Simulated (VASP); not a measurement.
# NbN in VASP: single point with PBE

Aim: the single point of NbN with PBE.

All numbers are computed with VASP 6.6.1; they aren't measurements. Logs are shortened: lines on timing, memory, paths and dates and some standing lists are left out, and cuts for length are marked.

## 1. The cell of the first run

The cell holds a slab with vacuum, 24 atoms: a = 6.253 Å, b = 6.253 Å, c = 22.382 Å, α = 90.00°, β = 90.00°, γ = 120.00°.

## 2. Single point, PBE

Contents of INCAR:

```
SYSTEM = NbN
ALGO = Normal
DIPOL = 0.5 0.5 0.499
EDIFF = 1E-7
ENCUT = 520
GGA = PE
IDIPOL = 3
ISIF = 2
ISMEAR = 0
LASPH = .True.
LCHARG = .False.
LDIPOL = .True.
LREAL = Auto
LWAVE = .False.
NBANDS = 126
NELM = 80
PREC = Accurate
SIGMA = 0.1
```

Contents of KPOINTS:

```
k-points
0
Gamma
  4 4 1
  0 0 0
```

Contents of POSCAR:

```
NbN
1.0
    6.2530061697      0.0000000000      0.0000000000
   -3.1265030849      5.4152621930      0.0000000000
    0.0000000000      0.0000000000     22.3819476976
Nb N
12 12
Direct
    0.1666666667      0.3333333333      0.3574309130
    0.1666666667      0.8333333333      0.3574309130
    0.6666666667      0.3333333333      0.3574309130
    0.6666666667      0.8333333333      0.3574309130
    0.5000000000      0.5000000000      0.4714861826
    0.5000000000      0.0000000000      0.4714861826
    0.0000000000      0.5000000000      0.4714861826
    0.0000000000      0.0000000000      0.4714861826
    0.8333333333      0.6666666667      0.5912618023
    0.8333333333      0.1666666667      0.5912618023
    0.3333333333      0.6666666667      0.5912618023
    0.3333333333      0.1666666667      0.5912618023
    0.3333333333      0.1666666667      0.4144585478
    0.3333333333      0.6666666667      0.4144585478
    0.8333333333      0.1666666667      0.4144585478
    0.8333333333      0.6666666667      0.4144585478
    0.6666666667      0.3333333333      0.5277352364
    0.6666666667      0.8333333333      0.5277352364
    0.1666666667      0.3333333333      0.5277352364
    0.1666666667      0.8333333333      0.5277352364
    0.0000000000      0.5000000000      0.6311023915
    0.0000000000      0.0000000000      0.6311023915
    0.5000000000      0.5000000000      0.6311023915
    0.5000000000      0.0000000000      0.6311023915
```

Potentials or basis: VASP PAW PBE potentials, release 64 (Nb_sv, N).

Started as:

```bash
cat potpaw_PBE.64/Nb_sv/POTCAR potpaw_PBE.64/N/POTCAR > POTCAR
mpirun -np 1 vasp_std > vasp.out
```

OUTCAR:

```text
SYSTEM = NbN
   EDIFF = 1E-7
   ENCUT = 520
   GGA = PE
   ISIF = 2
   ISMEAR = 0
   LASPH = .True.
   LREAL = Auto
   NELM = 80
   PREC = Accurate

 ion  position               nearest neighbor table
   1  0.167  0.333  0.357-  13 2.21  15 2.21  14 2.21
   2  0.167  0.833  0.357-  14 2.21  16 2.21  13 2.21
   3  0.667  0.333  0.357-  15 2.21  13 2.21  16 2.21
   4  0.667  0.833  0.357-  16 2.21  14 2.21  15 2.21
   5  0.500  0.500  0.471-  19 2.20  18 2.20  17 2.20  16 2.21  13 2.21  14 2.21
   6  0.500  0.000  0.471-  20 2.20  17 2.20  18 2.20  15 2.21  14 2.21  13 2.21
   7  0.000  0.500  0.471-  17 2.20  20 2.20  19 2.20  14 2.21  15 2.21  16 2.21
   8  0.000  0.000  0.471-  18 2.20  19 2.20  20 2.20  13 2.21  16 2.21  15 2.21
   9  0.833  0.667  0.591-  23 2.01  22 2.01  21 2.01  18 2.30  20 2.30  17 2.30
  10  0.833  0.167  0.591-  24 2.01  21 2.01  22 2.01  17 2.30  19 2.30  18 2.30
[... 8 lines left out ...]
  19  0.167  0.333  0.528-   5 2.20   8 2.20   7 2.20  12 2.30  10 2.30  11 2.30
  20  0.167  0.833  0.528-   6 2.20   7 2.20   8 2.20  11 2.30   9 2.30  12 2.30
  21  0.000  0.500  0.631-  11 2.01  10 2.01   9 2.01
  22  0.000  0.000  0.631-  12 2.01   9 2.01  10 2.01
  23  0.500  0.500  0.631-   9 2.01  12 2.01  11 2.01
  24  0.500  0.000  0.631-  10 2.01  11 2.01  12 2.01

  LATTYP: Found a hexagonal cell.
 ALAT       =     6.2530061697
 C/A-ratio  =     3.5793899910

  Lattice vectors:

 A1 = (   6.2530061697,   0.0000000000,   0.0000000000)
 A2 = (  -3.1265030849,   5.4152621930,   0.0000000000)
 A3 = (   0.0000000000,   0.0000000000,  22.3819476976)

Analysis of symmetry for initial positions (statically):
=====================================================================
 Subroutine PRICEL returns following result:

  LATTYP: Found a hexagonal cell.
 ALAT       =     3.1265030848
 C/A-ratio  =     7.1587799820

  Lattice vectors:

 A1 = (   3.1265030848,   0.0000000000,   0.0000000000)
 A2 = (  -1.5632515424,   2.7076310965,   0.0000000000)
 A3 = (   0.0000000000,   0.0000000000,  22.3819476976)

   4 primitive cells build up your supercell.

 Routine SETGRP: Setting up the symmetry group for a
 hexagonal supercell.

 Subroutine GETGRP returns: Found  6 space group operations
 (whereof  6 operations were pure point group operations)
 out of a pool of 24 trial point group operations.

The static configuration has the point symmetry C_3v.

Analysis of symmetry for dynamics (positions and initial velocities):
=====================================================================
 Subroutine PRICEL returns following result:

  LATTYP: Found a hexagonal cell.
 ALAT       =     3.1265030848
 C/A-ratio  =     7.1587799820

  Lattice vectors:

 A1 = (   3.1265030848,   0.0000000000,   0.0000000000)
 A2 = (  -1.5632515424,   2.7076310965,   0.0000000000)
 A3 = (   0.0000000000,   0.0000000000,  22.3819476976)

   4 primitive cells build up your supercell.

 Routine SETGRP: Setting up the symmetry group for a
 hexagonal supercell.

 Subroutine GETGRP returns: Found  6 space group operations
 (whereof  6 operations were pure point group operations)
 out of a pool of 24 trial point group operations.

The dynamic configuration has the point symmetry C_3v.

 Subroutine INISYM returns: Found  6 space group operations
 (whereof  6 operations are pure point group operations),
 and found     4 'primitive' translations

----------------------------------------------------------------------------------------

                                     Primitive cell

  volume of cell :     189.4725

  direct lattice vectors                    reciprocal lattice vectors
     3.126503085  0.000000000  0.000000000     0.319846158  0.184663265  0.000000000
    -1.563251542  2.707631097  0.000000000     0.000000000  0.369326531  0.000000000
     0.000000000  0.000000000 22.381947698     0.000000000  0.000000000  0.044678864

  length of vectors
     3.126503085  3.126503085 22.381947698     0.369326531  0.369326531  0.044678864

  position of ions in fractional coordinates (direct lattice)
     0.333333333  0.666666667  0.357430913
     1.000000000  0.000000000  0.471486183
     0.666666667  0.333333333  0.591261802
     0.666666667  0.333333333  0.414458548
     0.333333333  0.666666667  0.527735236
     1.000000000  0.000000000  0.631102392

  ion indices of the primitive-cell ions
   primitive index   ion index
                 1           1
                 2           7
                 3          12
                 4          13
                 5          19
                 6          21

----------------------------------------------------------------------------------------

 KPOINTS: k-points

Automatic generation of k-mesh.
 Grid dimensions read from file:
 generate k-points for:    4    4    1

 Generating k-lattice:

  Cartesian coordinates                     Fractional coordinates (reciprocal lattice)
     0.039980770  0.023082908  0.000000000     0.250000000 -0.000000000  0.000000000
     0.000000000  0.046165816  0.000000000     0.000000000  0.250000000  0.000000000
     0.000000000  0.000000000  0.044678864     0.000000000  0.000000000  1.000000000

  Length of vectors
     0.046165816  0.046165816  0.044678864

  Shift w.r.t. Gamma in fractional coordinates (k-lattice)
     0.000000000  0.000000000  0.000000000

 Subroutine IBZKPT returns following result:
 ===========================================

 Found      4 irreducible k-points:

 Following reciprocal coordinates:
            Coordinates               Weight
  0.000000  0.000000  0.000000      1.000000
  0.250000  0.000000  0.000000      6.000000
  0.500000  0.000000  0.000000      3.000000
  0.250000  0.250000  0.000000      6.000000
   k-points           NKPTS =      4   k-points in BZ     NKDIM =      4   number of bands    NBANDS=    126
   number of dos      NEDOS =    301   number of ions     NIONS =     24
   total plane-waves  NPLWV = 387072
   dimension x,y,z NGX =    48 NGY =   48 NGZ =  168
   dimension x,y,z NGXF=    96 NGYF=   96 NGZF=  336
   ions per type =              12  12
   NGX,Y,Z   is equivalent  to a cutoff of  12.76, 12.76, 12.48 a.u.
   NGXF,Y,Z  is equivalent  to a cutoff of  25.52, 25.52, 24.96 a.u.
 SYSTEM =  NbN
   PREC   = accura    normal or accurate (medium, high low for compatibility)
   ISTART =      0    job   : 0-new  1-cont  2-samecut
   ICHARG =      2    charge: 1-file 2-atom 10-const
   ISPIN  =      1    spin polarized calculation?
   LNONCOLLINEAR =      F non collinear calculations
   LSORBIT =      F    spin-orbit coupling
   LASPH  =      T    aspherical Exc in radial PAW
   ENCUT  =  520.0 eV  38.22 Ry    6.18 a.u.  11.63 11.63 41.62*2*pi/ulx,y,z
   NELM   =     80;   NELMIN=  2; NELMDL= -5     # of ELM steps
   EDIFF  = 0.1E-06   stopping-criterion for ELM
   LREAL  =      T    real-space projection
   EDIFFG = 0.1E-05   stopping-criterion for IOM
   NSW    =      0    number of steps for IOM
   IBRION =     -1    ionic relax: 0-MD 1-quasi-New 2-CG
   NFREE  =      0    steps in history (QN), initial steepest desc. (CG)
   ISIF   =      2    stress and relaxation
   ISYM   =      2    0-nonsym 1-usesym 2-fastsym
   POTIM  = 0.5000    time-step for ionic-motion
   TEBEG  =    0.0;   TEEND  =   0.0 temperature during run
   PSTRESS=    0.0 pullay stress
   NELECT =     216.0000    total number of electrons
   NUPDOWN=      -1.0000    fix difference up-down
   EMIN   =  10.00;   EMAX   =-10.00  energy-range for DOS
   EFERMI =   0.00;   METHOD = LEGACY
   ISMEAR =     0;   SIGMA  =   0.10  broadening in eV -4-tet -1-fermi 0-gaus
   EFERMI_NEDOS =   21; number of points for ismear=-14 and -15
   IALGO  =     38    algorithm
   IMIX   =      4    mixing-type and parameters
     AMIX     =   0.40;   BMIX     =  1.00
     AMIX_MAG =   1.60;   BMIX_MAG =  1.00
  volume/ion in A,a.u.               =      31.58       213.10
  Fermi-wavevector in a.u.,A,eV,Ry     =   1.077351  2.035899 15.792089  1.160686
  Thomas-Fermi vector in A             =   2.213261
   LORBIT       =      0    0 simple, 1 ext, 2 COOP (PROOUT), +10 PAW based schemes
   GGA     = PE    functional components
   LHFCALC =     F    Hartree Fock is set to
   AEXX    =    0.0000 exact exchange contribution
   IVDW    =     0    specifies the selected vdW correction
   LEPSILON=     F    determine dielectric tensor
   LRPA    =     F    only Hartree local field effects (RPA)
 non-spin polarized calculation
 Gauss-broadening in eV      SIGMA  =   0.10
  energy-cutoff  :      520.00
  volume of cell :      757.89
 maximum number of plane-waves:     20465
 NGX is ok and might be reduce to    48
   NGX = 23   NGY = 23   NGZ = 83

 dipolmoment           0.000000      0.000000     -0.116296 electrons x Angstroem

 number of electron     215.9999989 magnetization

 dipolmoment           0.000000      0.000000      0.148238 electrons x Angstroem

 Free energy of the ion-electron system (eV)
  ---------------------------------------------------
  ext. energy  EPLUGINS =         0.00000000
  ---------------------------------------------------
  free energy    TOTEN  =      -236.53740273 eV

  energy without entropy =     -236.42473276  energy(sigma->0) =     -236.48106774

 E-fermi :   1.1980     XC(G=0):  -5.4641

 val. band max:        1.1316601199   @ k =   0.5000   0.0000   0.0000
 cond. band min:       1.2078197413   @ k =   0.2500   0.0000   0.0000
 fundamental gap:      0.0761596213
 Fermi energy:         1.1979543856

 k-point     1 :       0.0000    0.0000    0.0000
  band No.  band energies     occupation
      1     -55.2242      2.00000
      2     -55.1463      2.00000
      3     -55.1350      2.00000
      4     -55.1350      2.00000
      5     -55.1350      2.00000
      6     -55.0653      2.00000
[... 112 lines left out ...]
    119       2.7124      0.00000
    120       2.7869      0.00000

 k-point     2 :       0.2500    0.0000    0.0000
  band No.  band energies     occupation
      1     -55.2113      2.00000
      2     -55.1482      2.00000
      3     -55.1351      2.00000
      4     -55.1351      2.00000
      5     -55.1345      2.00000
      6     -55.0772      2.00000
[... 112 lines left out ...]
    119       2.3480      0.00000
    120       2.3974      0.00000

 k-point     3 :       0.5000    0.0000    0.0000
  band No.  band energies     occupation
      1     -55.1799      2.00000
      2     -55.1799      2.00000
      3     -55.1351      2.00000
      4     -55.1351      2.00000
      5     -55.1059      2.00000
      6     -55.1059      2.00000
[... 112 lines left out ...]
    119       2.0526      0.00000
    120       2.0526      0.00000

 k-point     4 :       0.2500    0.2500    0.0000
  band No.  band energies     occupation
      1     -55.1891      2.00000
      2     -55.1575      2.00000
      3     -55.1575      2.00000
      4     -55.1258      2.00000
      5     -55.1143      2.00000
      6     -55.0856      2.00000
[... 112 lines left out ...]
    119       2.3458      0.00000
    120       2.3952      0.00000
 [bands above 120 left out]

------------------------ aborting loop because EDIFF is reached ----------------------------------------

 vacuum level on the upper side and lower side of the slab       (xc-potential included)         0.378        -0.409

  FORCE on cell =-STRESS in cart. coord.  units (eV):
  Direction    XX          YY          ZZ          XY          YZ          ZX
  --------------------------------------------------------------------------------------
  -------------------------------------------------------------------------------------
  Total       -9.1694860     -9.1694860     -5.6736094      0.0000000      0.0000000      0.0000000
  in kB      -19.3842657    -19.3842657    -11.9939931      0.0000000      0.0000000      0.0000000
  external PRESSURE =     -16.9208415 kB  Pullay stress =       0.0000000 kB

 VOLUME and BASIS-vectors are now :
 -----------------------------------------------------------------------------
  energy-cutoff  :      520.00
  volume of cell :      757.89
      direct lattice vectors                 reciprocal lattice vectors
     6.253006170  0.000000000  0.000000000     0.159923079  0.092331633  0.000000000
    -3.126503085  5.415262193  0.000000000     0.000000000  0.184663265  0.000000000
     0.000000000  0.000000000 22.381947698     0.000000000  0.000000000  0.044678864

 POSITION                                       TOTAL-FORCE (eV/Angst)
 -----------------------------------------------------------------------------------
      0.00000      1.80509      8.00000         0.000000     -0.000000      1.062309
     -1.56325      4.51272      8.00000         0.000000     -0.000000      1.062309
      3.12650      1.80509      8.00000         0.000000     -0.000000      1.062309
      1.56325      4.51272      8.00000         0.000000     -0.000000      1.062309
      1.56325      2.70763     10.55278        -0.000000      0.000000      0.096130
      3.12650      0.00000     10.55278        -0.000000      0.000000      0.096130
[... 16 lines left out ...]
      1.56325      2.70763     14.12530         0.000000      0.000000     -0.016377
      3.12650      0.00000     14.12530        -0.000000     -0.000000     -0.016377
 -----------------------------------------------------------------------------------
    total drift:                                0.000000      0.000000     -0.003028

  FREE ENERGIE OF THE ION-ELECTRON SYSTEM (eV)
  ---------------------------------------------------
  free  energy   TOTEN  =      -236.5374027279 eV

  energy  without entropy=     -236.4247327550  energy(sigma->0) =     -236.48106774

 vacuum level on the upper side and lower side of the slab         6.780         5.936
```

Wall time 48 min (1 thread of AMD EPYC, shared host); peak memory 0.85 GiB.

What came out:

```
Free energy            : -236.5374 eV
Largest force          : 1.126 eV/Å
Band gap on the k mesh : zero (bands 108 and 109 overlap by 0.06 eV)
```

Forces in eV/Å, atoms in the order of the input:
```
Nb   0.000  0.000  1.062
Nb   0.000  0.000  1.062
Nb   0.000  0.000  1.062
Nb   0.000  0.000  1.062
Nb   0.000  0.000  0.096
Nb   0.000  0.000  0.096
Nb   0.000  0.000  0.096
Nb   0.000  0.000  0.096
Nb   0.000  0.000  0.006
Nb   0.000  0.000  0.006
Nb   0.000  0.000  0.006
Nb   0.000  0.000  0.006
N    0.000  0.000 -1.126
N    0.000  0.000 -1.126
N    0.000  0.000 -1.126
N    0.000  0.000 -1.126
N    0.000  0.000 -0.022
N    0.000  0.000 -0.022
N    0.000  0.000 -0.022
N    0.000  0.000 -0.022
N    0.000  0.000 -0.016
N    0.000  0.000 -0.016
N    0.000  0.000 -0.016
N    0.000  0.000 -0.016
```

The gap in the log of VASP goes by the Fermi energy; the results here count the filled bands.